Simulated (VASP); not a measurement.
A run of VASP 6.6.1:

INCAR

```
SYSTEM = YHg
  PREC = Accurate
  ENCUT = 500
  EDIFF = 1E-6
  ISMEAR = -1
  SIGMA = 0.08
  LREAL = .False.
  LASPH = .True.
  NELM = 200
  ALGO = Normal
  ISIF = 2
  LWAVE = .False.
  LCHARG = .False.
  ISPIN = 2
  MAGMOM = 1.2 0
  LORBIT = 11
  NUPDOWN = 1.2
  LMAXMIX = 4
  GGA = CA
  NBANDS = 22
  GGA_COMPAT = .False.
```

The input KPOINTS:

```
regular mesh
0
Gamma
  9 9 9
  0 0 0
```

Contents of POSCAR:

```
YHg
1.0
    3.6800000000      0.0000000000      0.0000000000
    0.0000000000      3.6800000000      0.0000000000
    0.0000000000      0.0000000000      3.6800000000
Y Hg
1 1
Direct
    0.5000000000      0.5000000000      0.5000000000
    0.0000000000      0.0000000000      0.0000000000
```

Potentials or basis: VASP PAW LDA potentials, release 64 (Y_sv, Hg).

Launch:

```sh
$ cat potpaw_LDA.64/Y_sv/POTCAR potpaw_LDA.64/Hg/POTCAR > POTCAR
$ mpirun -np 1 vasp_std > vasp.out
```

Hardware: 1 thread of Intel(R) Xeon(R) Platinum 8559C (Emerald Rapids), on a shared host.

Task: Estimate the wall time of this run.

Result: Wall time 40 s on 1 thread of Intel(R) Xeon(R) Platinum 8559C (Emerald Rapids), on a shared host, peak memory 0.2 GiB. Counts: scf iterations 13, k points 35.
